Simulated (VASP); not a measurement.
Input of a VASP 6.6.1 run:

INCAR

```
SYSTEM = La
PREC = Accurate ; ENCUT = 520
EDIFF = 1E-7 ; ISMEAR = -1
SIGMA = 0.06122561905347299 ; LREAL = .FALSE.
LASPH = .TRUE. ; NELM = 60
ALGO = Normal ; ISIF = 2
LWAVE = .FALSE. ; LCHARG = .FALSE.
GGA = PE ; NBANDS = 12
```

KPOINTS

```
Automatic mesh
0
G
  18 18 18
  0 0 0
```

The input POSCAR:

```
La
1.0
   -2.1422315064      2.1422315064      2.1422315064
    2.1422315064     -2.1422315064      2.1422315064
    2.1422315064      2.1422315064     -2.1422315064
La
1
Direct
    0.0000000000      0.0000000000      0.0000000000
```

Potentials or basis: VASP PAW PBE potentials, release 64 (La).

Command:

```console
$ cat potpaw_PBE.64/La/POTCAR > POTCAR
$ mpirun -np 1 vasp_std > vasp.out
```

Task: Estimate the pressure.

Result: -1.0 GPa.
